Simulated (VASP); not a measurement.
# Cd2SnH4N2 (C2/m) in VASP: single point with PBE

Aim: the single point of Cd2SnH4N2 with PBE.

All numbers are computed with VASP 6.6.1; they aren't measurements. Logs are shortened: lines on timing, memory, paths and dates and some standing lists are left out, and cuts for length are marked.

## 1. The cell of the first run

It takes space group C2/m (No. 12, monoclinic). Conventional cell: a = 9.924 Å, b = 3.352 Å, c = 5.415 Å, α = 90.00°, β = 90.36°, γ = 90.00°. Within 3.1 Å of Sn (site symmetry 2/m) lie 4 N at 2.18 Å and 12 H at 2.73 to 3.10 Å and 4 Cd at 3.00 to 3.03 Å. Cd (site symmetry m) has 6 H at 2.48 to 2.61 Å and 5 Cd at 2.65 to 3.35 Å and 2 Sn at 3.00 to 3.03 Å and 6 N at 3.18 to 3.52 Å within 3.6 Å. N (site symmetry m) has 2 H at 1.03 Å within 1.4 Å. Within 1.4 Å of H (site symmetry m) lie 1 N at 1.03 Å. Within 1.4 Å of H (site symmetry m) lie 1 N at 1.03 Å.

## 2. Single point, PBE

The input, INCAR:

```
SYSTEM = Cd2SnH4N2
PREC = Accurate
ENCUT = 520
EDIFF = 1E-7
ISMEAR = 0
SIGMA = 0.2192
LREAL = .FALSE.
LASPH = .TRUE.
NELM = 60
ALGO = Normal
ISIF = 2
LWAVE = .FALSE.
LCHARG = .FALSE.
GGA = PE
NBANDS = 36
```

The input, KPOINTS:

```
regular mesh
0
G
  5 5 4
  0 0 0
```

The input, POSCAR:

```
Cd2SnH4N2
1.0
    0.0000001408      3.3515940990      0.0000000396
    7.2171698543     -1.6757973353     -1.4818834544
    3.1877470058     -0.0000000822     -4.3776261156
Sn Cd N H
1 2 2 4
Direct
    0.0000000000      0.0000000000      0.0000000000
    0.8666004250      0.7332008500      0.7644483819
    0.1333995750      0.2667991500      0.2355516181
    0.6408596186      0.2817192372      0.7210346518
    0.3591403814      0.7182807628      0.2789653482
    0.7013907730      0.4027815459      0.4456733817
    0.2986092270      0.5972184541      0.5543266183
    0.6996906272      0.3993812543      0.7586566365
    0.3003093728      0.6006187457      0.2413433635
```

Potentials or basis: VASP PAW PBE potentials, release 64 (Sn_d, Cd, N, H).

The run is started by

```
cat potpaw_PBE.64/Sn_d/POTCAR potpaw_PBE.64/Cd/POTCAR potpaw_PBE.64/N/POTCAR potpaw_PBE.64/H/POTCAR > POTCAR
mpirun -np 1 vasp_std > vasp.out
```

OUTCAR:

```text
SYSTEM = Cd2SnH4N2
   PREC = Accurate
   ENCUT = 520
   EDIFF = 1E-7
   ISMEAR = 0
   LREAL = .FALSE.
   LASPH = .TRUE.
   NELM = 60
   ISIF = 2
   GGA = PE

 ion  position               nearest neighbor table
   1  0.000  0.000  0.000-   4 2.18   5 2.18   5 2.18   4 2.18   3 3.00   2 3.00   2 3.03   3 3.03

   2  0.867  0.733  0.764-   3 2.65   3 2.86   3 2.86   1 3.00   1 3.03
   3  0.133  0.267  0.236-   2 2.65   2 2.86   2 2.86   1 3.00   1 3.03
   4  0.641  0.282  0.721-   6 1.03   8 1.03   1 2.18   1 2.18
   5  0.359  0.718  0.279-   7 1.03   9 1.03   1 2.18   1 2.18
   6  0.701  0.403  0.446-   4 1.03
   7  0.299  0.597  0.554-   5 1.03
   8  0.700  0.399  0.759-   4 1.03
   9  0.300  0.601  0.241-   5 1.03

  LATTYP: Found a base centered monoclinic cell.
 ALAT       =     9.9240263470
 B/A-ratio  =     0.3377252319
 C/A-ratio  =     0.5456744629
 COS(beta)  =    -0.0062633976

  Lattice vectors:

 A1 = (  -4.0294229893,  -1.6757968459,  -2.8957427008)
 A2 = (  -4.0294228485,   1.6757972531,  -2.8957426612)
 A3 = (   3.1877470058,  -0.0000000822,  -4.3776261156)

Analysis of symmetry for initial positions (statically):
=====================================================================
 Subroutine PRICEL returns:
 Original cell was already a primitive cell.

 Routine SETGRP: Setting up the symmetry group for a
 base centered monoclinic supercell.

 Subroutine GETGRP returns: Found  4 space group operations
 (whereof  4 operations were pure point group operations)
 out of a pool of  4 trial point group operations.

The static configuration has the point symmetry C_2h.

Analysis of symmetry for dynamics (positions and initial velocities):
=====================================================================
 Subroutine PRICEL returns:
 Original cell was already a primitive cell.

 Routine SETGRP: Setting up the symmetry group for a
 base centered monoclinic supercell.

 Subroutine GETGRP returns: Found  4 space group operations
 (whereof  4 operations were pure point group operations)
 out of a pool of  4 trial point group operations.

The dynamic configuration has the point symmetry C_2h.

 Subroutine INISYM returns: Found  4 space group operations
 (whereof  4 operations are pure point group operations),
 and found     1 'primitive' translations

----------------------------------------------------------------------------------------
[... 108 lines left out ...]
   LREAL  =      F    real-space projection
   EDIFFG = 0.1E-05   stopping-criterion for IOM
   NSW    =      0    number of steps for IOM
   IBRION =     -1    ionic relax: 0-MD 1-quasi-New 2-CG
   NFREE  =      0    steps in history (QN), initial steepest desc. (CG)
   ISIF   =      2    stress and relaxation
   ISYM   =      2    0-nonsym 1-usesym 2-fastsym
   POTIM  = 0.5000    time-step for ionic-motion
   TEBEG  =    0.0;   TEEND  =   0.0 temperature during run
   PSTRESS=    0.0 pullay stress
   NELECT =      52.0000    total number of electrons
   NUPDOWN=      -1.0000    fix difference up-down
   EMIN   =  10.00;   EMAX   =-10.00  energy-range for DOS
   EFERMI =   0.00;   METHOD = LEGACY
   ISMEAR =     0;   SIGMA  =   0.22  broadening in eV -4-tet -1-fermi 0-gaus
   EFERMI_NEDOS =   21; number of points for ismear=-14 and -15
   IALGO  =     38    algorithm
   IMIX   =      4    mixing-type and parameters
     AMIX     =   0.40;   BMIX     =  1.00
     AMIX_MAG =   1.60;   BMIX_MAG =  1.00
  volume/ion in A,a.u.               =      10.01        67.53
  Fermi-wavevector in a.u.,A,eV,Ry     =   1.363228  2.576127 25.284939  1.858391
  Thomas-Fermi vector in A             =   2.489649
   LORBIT       =      0    0 simple, 1 ext, 2 COOP (PROOUT), +10 PAW based schemes
   GGA     = PE    functional components
   LHFCALC =     F    Hartree Fock is set to
   AEXX    =    0.0000 exact exchange contribution
   IVDW    =     0    specifies the selected vdW correction
   LEPSILON=     F    determine dielectric tensor
   LRPA    =     F    only Hartree local field effects (RPA)
 non-spin polarized calculation
 Gauss-broadening in eV      SIGMA  =   0.22
  energy-cutoff  :      520.00
  volume of cell :       90.06
 maximum number of plane-waves:      2444
 NGX is ok and might be reduce to    28
   NGX = 13   NGY = 29   NGZ = 21

 number of electron      52.0000004 magnetization

 Free energy of the ion-electron system (eV)
  ---------------------------------------------------
  ext. energy  EPLUGINS =         0.00000000
  ---------------------------------------------------
  free energy    TOTEN  =       -33.66401232 eV

  energy without entropy =      -33.63149725  energy(sigma->0) =      -33.64775479

 E-fermi :   5.8547     XC(G=0): -11.1349

 val. band max:        5.6307480422   @ k =  -0.4000   0.2000   0.2500
 cond. band min:       5.8779915543   @ k =  -0.4000   0.0000   0.2500
 fundamental gap:      0.2472435122
 Fermi energy:         5.8547017557

 k-point     1 :       0.0000    0.0000    0.0000
  band No.  band energies     occupation
      1     -16.4871      2.00000
      2     -16.3348      2.00000
      3     -16.3136      2.00000
      4     -16.2816      2.00000
      5     -16.1982      2.00000
      6     -13.3861      2.00000
[... 925 lines left out ...]
     35      14.4536      0.00000
     36      15.3674      0.00000

 [... further k-points ...]
[... 5 lines left out ...]
  --------------------------------------------------------------------------------------
  -------------------------------------------------------------------------------------
  Total       11.4020874     11.2884095     11.3690689     -0.0000000     -0.0000000      0.0210374
  in kB      202.8488732    200.8264866    202.2614568     -0.0000001     -0.0000000      0.3742651
  external PRESSURE =     201.9789388 kB  Pullay stress =       0.0000000 kB

 VOLUME and BASIS-vectors are now :
 -----------------------------------------------------------------------------
  energy-cutoff  :      520.00
  volume of cell :       90.06
      direct lattice vectors                 reciprocal lattice vectors
     0.000000141  3.351594099  0.000000040     0.081458762  0.298365481  0.059317514
     7.217169854 -1.675797335 -1.481883454     0.162917499 -0.000000008  0.118635022
     3.187747006 -0.000000082 -4.377626116    -0.055149694  0.000000005 -0.268593809

 POSITION                                       TOTAL-FORCE (eV/Angst)
 -----------------------------------------------------------------------------------
      0.00000      0.00000      0.00000        -0.000000      0.000000     -0.000000
      7.72850      1.67580     -4.43299        -0.015084      0.000000     -0.009980
      2.67641     -0.00000     -1.42652         0.015084     -0.000000      0.009980
      4.33169      1.67580     -3.57390         0.023890     -0.000000      0.005579
      6.07323     -0.00000     -2.28561        -0.023890      0.000000     -0.005579
      4.32764      1.67580     -2.54787        -0.006772      0.000000      0.014897
      6.07728     -0.00000     -3.31164         0.006772     -0.000000     -0.014897
      5.30081      1.67580     -3.91295         0.000604      0.000000     -0.008342
      5.10411     -0.00000     -1.94656        -0.000604     -0.000000      0.008342
 -----------------------------------------------------------------------------------
    total drift:                                0.000000      0.000000      0.000000

  FREE ENERGIE OF THE ION-ELECTRON SYSTEM (eV)
  ---------------------------------------------------
  free  energy   TOTEN  =       -33.6640123198 eV

  energy  without entropy=      -33.6314972541  energy(sigma->0) =      -33.64775479
```

OSZICAR:

```text
N       E                     dE             d eps       ncg     rms          rms(c)
DAV:   1     0.533372526120E+03    0.53337E+03   -0.25458E+04  2492   0.181E+03
DAV:   2     0.251507181476E+02   -0.50822E+03   -0.48183E+03  2432   0.520E+02
DAV:   3    -0.369146154577E+02   -0.62065E+02   -0.60802E+02  2736   0.159E+02
DAV:   4    -0.394830190293E+02   -0.25684E+01   -0.25585E+01  2824   0.332E+01
DAV:   5    -0.395365699952E+02   -0.53551E-01   -0.53522E-01  2940   0.514E+00    0.143E+01
DAV:   6    -0.335194442206E+02    0.60171E+01   -0.20081E+01  3416   0.464E+01    0.801E+00
DAV:   7    -0.337510771305E+02   -0.23163E+00   -0.42411E+00  2584   0.111E+01    0.478E+00
DAV:   8    -0.336899730198E+02    0.61104E-01   -0.52250E-01  2896   0.359E+00    0.158E+00
DAV:   9    -0.336628223131E+02    0.27151E-01   -0.87809E-02  3208   0.274E+00    0.395E-01
DAV:  10    -0.336639981771E+02   -0.11759E-02   -0.19718E-02  2588   0.855E-01    0.182E-01
DAV:  11    -0.336639810949E+02    0.17082E-04   -0.15583E-03  2956   0.249E-01    0.766E-02
DAV:  12    -0.336640108897E+02   -0.29795E-04   -0.13962E-04  2596   0.789E-02    0.165E-02
DAV:  13    -0.336640118330E+02   -0.94325E-06   -0.14234E-05  3004   0.360E-02    0.800E-03
DAV:  14    -0.336640124046E+02   -0.57166E-06   -0.29268E-06  2680   0.119E-02    0.312E-03
DAV:  15    -0.336640123198E+02    0.84869E-07   -0.39452E-07  2712   0.373E-03
   1 F= -.33664012E+02 E0= -.33647755E+02  d E =-.325151E-01
```

stdout:

```text
POSCAR found type information on POSCAR SnCdN H
 POSCAR found :  4 types and       9 ions
 scaLAPACK will be used
 LDA part: xc-table for (Slater+PW92), standard interpolation
 POSCAR, INCAR and KPOINTS ok, starting setup
 FFT: planning ... GRIDC
 FFT: planning ... GRID_SOFT
 FFT: planning ... GRID
 WAVECAR not read
 entering main loop
```

It took 3.8 min on 1 thread of Intel Xeon 8259CL, shared host; peak memory 0.3 GiB.

Results:

| Property | Result |
| --- | --- |
| Free energy | -33.6640 eV |
| Pressure | 20.2 GPa |
| Largest force | 0.025 eV/Å |
| Band gap on the k mesh | zero (bands 26 and 27 overlap by 1.42 eV) |

Forces in eV/Å, atoms in the order of the input:
```
Sn   0.000  0.000  0.000
Cd  -0.015  0.000 -0.010
Cd   0.015  0.000  0.010
N    0.024  0.000  0.006
N   -0.024  0.000 -0.006
H   -0.007  0.000  0.015
H    0.007  0.000 -0.015
H    0.001  0.000 -0.008
H   -0.001  0.000  0.008
```

Levels at points of the mesh, in eV from the Fermi level:
```csv
k point,band 22,band 23,band 24,band 25,band 26,band 27,band 28,band 29,band 30,band 31
"(0.00, 0.00, 0.00)",-5.27,-4.21,-3.74,-0.99,-0.93,0.45,0.63,2.70,4.69,4.75
"(0.00, 0.00, 0.50)",-4.99,-4.98,-3.93,-2.52,-0.61,-0.24,3.53,4.71,4.92,5.59
```

Caveat: the k points lie up to 0.40 Å⁻¹ apart, too coarse for converged energies and pressures of a metal; spin-orbit coupling is left out, which moves the levels of the heavy elements.

The gap in the log of VASP goes by the Fermi energy; the results here count the filled bands.